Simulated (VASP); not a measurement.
# MgS in VASP: notebook, part 2 of 2

VASP 6.6.1.

## Step 3: Single point, PBE (uniaxial z strain -2.0%)

File INCAR:

```
ALGO = Normal
EDIFF = 1E-6
ENCUT = 600
GGA = PE
GGA_COMPAT = False
ISIF = 2
ISMEAR = 0
LASPH = True
LCHARG = True
LELF = True
LREAL = False
LVHAR = True
LWAVE = False
NBANDS = 11
NELM = 120
PREC = Accurate
SIGMA = 0.01
```

File KPOINTS:

```
k-points
0
Gamma
  4 4 4
```

File POSCAR:

```
MgS
1.0
    0.0000000000      2.8308768404      2.7742593036
    2.8308768404      0.0000000000      2.7742593036
    2.8308768404      2.8308768404      0.0000000000
Mg S
1 1
Direct
    0.0000000000      0.0000000000      0.0000000000
    0.2500000000      0.2500000000      0.2500000000
```

Potentials or basis: VASP PAW PBE potentials, release 64 (Mg, S).

Command:

```sh
cat potpaw_PBE.64/Mg/POTCAR potpaw_PBE.64/S/POTCAR > POTCAR
mpirun -np 1 vasp_std > vasp.out
```

OUTCAR:

```text
EDIFF = 1E-6
   ENCUT = 600
   GGA = PE
   ISIF = 2
   ISMEAR = 0
   LASPH = True
   LREAL = False
   NELM = 120
   PREC = Accurate

 ion  position               nearest neighbor table
   1  0.000  0.000  0.000-   2 2.44   2 2.44   2 2.44   2 2.44
   2  0.250  0.250  0.250-   1 2.44   1 2.44   1 2.44   1 2.44

  LATTYP: Found a body centered tetragonal cell.
 ALAT       =     4.0034644211
 C/A-ratio  =     1.3859292911

  Lattice vectors:

 A1 = (   0.0000000000,  -2.8308768404,  -2.7742593036)
 A2 = (   0.0000000000,   2.8308768404,  -2.7742593036)
 A3 = (   2.8308768404,   0.0000000000,   2.7742593036)

Analysis of symmetry for initial positions (statically):
=====================================================================
 Subroutine PRICEL returns:
 Original cell was already a primitive cell.

 Routine SETGRP: Setting up the symmetry group for a
 body centered tetragonal supercell.

 Subroutine GETGRP returns: Found  8 space group operations
 (whereof  8 operations were pure point group operations)
 out of a pool of 16 trial point group operations.

The static configuration has the point symmetry D_2d.

Analysis of symmetry for dynamics (positions and initial velocities):
=====================================================================
 Subroutine PRICEL returns:
 Original cell was already a primitive cell.

 Routine SETGRP: Setting up the symmetry group for a
 body centered tetragonal supercell.

 Subroutine GETGRP returns: Found  8 space group operations
 (whereof  8 operations were pure point group operations)
 out of a pool of 16 trial point group operations.

The dynamic configuration has the point symmetry D_2d.

 Subroutine INISYM returns: Found  8 space group operations
 (whereof  8 operations are pure point group operations),
 and found     1 'primitive' translations

----------------------------------------------------------------------------------------

[... 106 lines left out ...]
   LHFCALC =     F    Hartree Fock is set to
   AEXX    =    0.0000 exact exchange contribution
   IVDW    =     0    specifies the selected vdW correction
   LEPSILON=     F    determine dielectric tensor
   LRPA    =     F    only Hartree local field effects (RPA)
 non-spin polarized calculation
 Gauss-broadening in eV      SIGMA  =   0.01
  energy-cutoff  :      600.00
  volume of cell :       44.47
 maximum number of plane-waves:      1500
   NGX = 15   NGY = 15   NGZ = 15

 number of electron       7.9999999 magnetization

 Free energy of the ion-electron system (eV)
  ---------------------------------------------------
  ext. energy  EPLUGINS =         0.00000000
  ---------------------------------------------------
  free energy    TOTEN  =        -8.44646322 eV

  energy without entropy =       -8.44646322  energy(sigma->0) =       -8.44646322

 E-fermi :   1.2890     XC(G=0):  -8.4633

 val. band max:        1.2374287121   @ k =   0.0000   0.0000   0.0000
 cond. band min:       4.7571130981   @ k =   0.0000   0.0000   0.0000
 fundamental gap:      3.5196843860
 Fermi energy:         1.2889712672

 k-point     1 :       0.0000    0.0000    0.0000
  band No.  band energies     occupation
      1     -10.1306      2.00000
      2       1.1865      2.00000
      3       1.1865      2.00000
      4       1.2374      2.00000
      5       4.7571      0.00000
      6       9.1928      0.00000
      7       9.1928      0.00000
      8       9.2122      0.00000
      9      11.9003      0.00000
     10      12.2316      0.00000
     11      15.0826      0.00000
[... 155 lines left out ...]
 k-point    13 :      -0.2500    0.2500    0.5000
  band No.  band energies     occupation
      1      -9.1880      2.00000
      2      -1.1421      2.00000
      3      -0.6795      2.00000
      4      -0.1575      2.00000
      5       6.8327      0.00000
      6       9.3000      0.00000
      7       9.4983      0.00000
      8       9.9831      0.00000
      9      13.9245      0.00000
     10      14.9763      0.00000
     11      15.0208      0.00000

------------------------ aborting loop because EDIFF is reached ----------------------------------------

  FORCE on cell =-STRESS in cart. coord.  units (eV):
  Direction    XX          YY          ZZ          XY          YZ          ZX
  --------------------------------------------------------------------------------------
  -------------------------------------------------------------------------------------
  Total        0.6010563      0.6010563      0.7048322      0.0000000     -0.0000000     -0.0000000
  in kB       21.6574224     21.6574224     25.3967032      0.0000000     -0.0000000     -0.0000000
  external PRESSURE =      22.9038493 kB  Pullay stress =       0.0000000 kB

 VOLUME and BASIS-vectors are now :
 -----------------------------------------------------------------------------
  energy-cutoff  :      600.00
  volume of cell :       44.47
      direct lattice vectors                 reciprocal lattice vectors
     0.000000000  2.830876840  2.774259304    -0.176623721  0.176623721  0.180228286
     2.830876840  0.000000000  2.774259304     0.176623721 -0.176623721  0.180228286
     2.830876840  2.830876840  0.000000000     0.176623721  0.176623721 -0.180228286

 POSITION                                       TOTAL-FORCE (eV/Angst)
 -----------------------------------------------------------------------------------
      0.00000      0.00000      0.00000        -0.000000     -0.000000     -0.000000
      1.41544      1.41544      1.38713         0.000000      0.000000      0.000000
 -----------------------------------------------------------------------------------
    total drift:                               -0.000000     -0.000000     -0.000000

  FREE ENERGIE OF THE ION-ELECTRON SYSTEM (eV)
  ---------------------------------------------------
  free  energy   TOTEN  =        -8.4464632236 eV

  energy  without entropy=       -8.4464632236  energy(sigma->0) =       -8.44646322
```

OSZICAR:

```text
N       E                     dE             d eps       ncg     rms          rms(c)
DAV:   1     0.281683468340E+02    0.28168E+02   -0.36017E+03   294   0.644E+02
DAV:   2    -0.677673736390E+01   -0.34945E+02   -0.33815E+02   355   0.104E+02
DAV:   3    -0.894970315239E+01   -0.21730E+01   -0.21693E+01   359   0.288E+01
DAV:   4    -0.896791992974E+01   -0.18217E-01   -0.18215E-01   345   0.315E+00
DAV:   5    -0.896814754574E+01   -0.22762E-03   -0.22761E-03   370   0.357E-01    0.409E+00
DAV:   6    -0.847600529619E+01    0.49214E+00   -0.11869E+00   307   0.412E+00    0.314E+00
DAV:   7    -0.843930948796E+01    0.36696E-01   -0.28004E-01   337   0.218E+00    0.248E+00
DAV:   8    -0.844708362956E+01   -0.77741E-02   -0.22786E-02   316   0.923E-01    0.137E+00
DAV:   9    -0.844625108712E+01    0.83254E-03   -0.23174E-03   343   0.240E-01    0.426E-01
DAV:  10    -0.844645899394E+01   -0.20791E-03   -0.62680E-04   322   0.119E-01    0.104E-01
DAV:  11    -0.844646166517E+01   -0.26712E-05   -0.55925E-05   364   0.309E-02    0.514E-02
DAV:  12    -0.844646324912E+01   -0.15840E-05   -0.69670E-06   331   0.131E-02    0.625E-03
DAV:  13    -0.844646322358E+01    0.25542E-07   -0.29514E-07   309   0.282E-03
   1 F= -.84464632E+01 E0= -.84464632E+01  d E =-.255638E-15
```

Wall time 6.7 s (1 thread of Intel Xeon 6975P-C (Granite Rapids), shared host); peak memory 0.17 GiB.

Results:

- Free energy: -8.4465 eV
- Pressure: 2.3 GPa
- Band gap on the k mesh: 3.52 eV

Caveat: the k points lie up to 0.48 Å⁻¹ apart; the cell differs from its parent crystal (uniaxial z strain -2.0%). A k mesh can miss the band edges.

## Step 4: Single point, PBE (epitaxial 111 strain +1.5%)

File INCAR:

```
PREC = Accurate ; ENCUT = 600
EDIFF = 1E-6 ; ISMEAR = 0
SIGMA = 0.01 ; LREAL = False
LASPH = True ; NELM = 120
ALGO = Normal ; ISIF = 2
LWAVE = False ; LCHARG = True
GGA = PE ; LELF = True
LVHAR = True ; NBANDS = 11
GGA_COMPAT = False
```

File KPOINTS:

```
regular mesh
0
Gamma
  4 4 4
```

File POSCAR:

```
MgS
1.0
   -0.0497710720      2.8235689209      2.8235689209
    2.8235689209     -0.0497710720      2.8235689209
    2.8235689209      2.8235689209     -0.0497710720
Mg S
1 1
Direct
   -0.0016387840     -0.0016387840     -0.0016387840
    0.2516387840      0.2516387840      0.2516387840
```

Command:

```sh
cat potpaw_PBE.64/Mg/POTCAR potpaw_PBE.64/S/POTCAR > POTCAR
mpirun -np 1 vasp_std > vasp.out
```

Wall time 7 s (1 thread of Intel Xeon 6975P-C (Granite Rapids), shared host); peak memory 0.17 GiB.

Results (log left out):

| Item | Value |
| --- | --- |
| Free energy | -8.4553 eV |
| Pressure | 0.0 GPa |
| Band gap on the k mesh | 3.26 eV |

Forces on the atoms (eV/Å):
```
Mg  -0.001 -0.001 -0.001
S    0.001  0.001  0.001
```

Stress tensor (GPa, compression positive):
```
-0.04  0.52  0.52
 0.52 -0.04  0.52
 0.52  0.52 -0.04
```

Levels at points of the mesh, in eV from the valence-band top:
| k point | band 1 | band 2 | band 3 | band 4 | band 5 | band 6 | band 7 | band 8 | band 9 |
| --- | --- | --- | --- | --- | --- | --- | --- | --- | --- |
| (0.00, 0.00, 0.00) | -11.30 | -0.14 | -0.14 | 0.00 | 3.26 | 7.69 | 7.69 | 8.04 | 10.69 |
| (0.50, 0.00, 0.00) | -10.66 | -3.18 | -0.43 | -0.35 | 4.98 | 7.47 | 7.65 | 8.40 | 12.64 |
| (0.50, 0.50, 0.00) | -10.44 | -2.86 | -1.18 | -1.03 | 3.79 | 5.53 | 10.86 | 12.00 | 12.11 |
| (0.50, 0.50, 0.50) | -10.61 | -3.12 | -0.50 | -0.50 | 4.83 | 7.36 | 7.36 | 8.44 | 12.65 |

Caveat: the k points lie up to 0.47 Å⁻¹ apart; the cell differs from its parent crystal (epitaxial 111 strain +1.5%).

## Step 5: Single point, PBE (shear xy strain -1.0%)

File INCAR:

```
SYSTEM = MgS
PREC = Accurate
ENCUT = 600
EDIFF = 1E-6
ISMEAR = 0
SIGMA = 0.01
LREAL = .FALSE.
LASPH = .TRUE.
NELM = 120
ALGO = Normal
ISIF = 2
LWAVE = .FALSE.
LCHARG = .FALSE.
GGA = PE
NBANDS = 11
GGA_COMPAT = .FALSE.
```

File KPOINTS:

```
regular mesh
0
G
  4 4 4
  0 0 0
```

File POSCAR:

```
MgS
1.0
   -0.0141543842      2.8308768404      2.8308768404
    2.8308768404     -0.0141543842      2.8308768404
    2.8167224562      2.8167224562      0.0000000000
Mg S
1 1
Direct
   -0.0009195632     -0.0009195632      0.0009195632
    0.2509195632      0.2509195632      0.2490804368
```

Command:

```sh
cat potpaw_PBE.64/Mg/POTCAR potpaw_PBE.64/S/POTCAR > POTCAR
mpirun -np 1 vasp_std > vasp.out
```

Wall time 7.5 s (1 thread of Intel Xeon 6975P-C (Granite Rapids), shared host); peak memory 0.17 GiB.

Results (log left out):

| Quantity | Value |
| --- | --- |
| Free energy | -8.4562 eV |
| Pressure | 1.0 GPa |
| Band gap on the k mesh | 3.42 eV |

Forces in eV/Å, atoms in the order of the input:
```
Mg   0.000  0.000 -0.002
S    0.000  0.000  0.002
```

Stress tensor (GPa, compression positive):
```
1.04 0.31 0.00
0.31 1.04 0.00
0.00 0.00 1.04
```

Levels at points of the mesh, in eV from the valence-band top:
| k point | band 1 | band 2 | band 3 | band 4 | band 5 | band 6 | band 7 | band 8 |
| --- | --- | --- | --- | --- | --- | --- | --- | --- |
| (0.00, 0.00, 0.00) | -11.30 | -0.06 | -0.03 | 0.00 | 3.42 | 7.85 | 7.91 | 7.98 |
| (0.50, 0.00, 0.00) | -10.62 | -3.17 | -0.35 | -0.33 | 5.10 | 7.60 | 7.66 | 8.57 |
| (0.50, 0.50, 0.00) | -10.39 | -2.84 | -1.10 | -1.02 | 3.85 | 5.61 | 11.13 | 12.24 |
| (0.00, 0.00, 0.50) | -10.61 | -3.15 | -0.38 | -0.36 | 5.06 | 7.55 | 7.60 | 8.58 |
| (0.50, 0.00, 0.50) | -10.39 | -2.84 | -1.06 | -1.06 | 3.85 | 5.61 | 11.12 | 12.26 |

Caveat: the k points lie up to 0.48 Å⁻¹ apart; the cell differs from its parent crystal (shear xy strain -1.0%). A k mesh can miss the band edges.

## Step 6: The runs side by side

```tsv
cell	gap on the mesh (eV)	pressure (GPa)
a = 3.943 Å, angles 60.0°, 2 atoms, atomic positions A	3.68	4.0
a = 3.964, b = 3.964, c = 4.003 Å, angles 59.7, 59.7, 60.7°, 2 atoms, atomic positions A	3.52	2.3
a = 3.993 Å, angles 61.2°, 2 atoms, atomic positions B	3.26	0.0
a = 4.003, b = 4.003, c = 3.983 Å, angles 60.2, 60.2, 60.3°, 2 atoms, atomic positions A	3.42	1.0
```

Alike in all rows: task single point; level PBE; potentials or basis VASP PAW PBE potentials, release 64 (Mg, S); no spin polarisation; k mesh 4 × 4 × 4; cutoff (eV) 600; smearing gaussian 0.01 eV.

Caveats: all runs use coarse meshes.

Absolute energies hang on the potentials; compare differences alone.
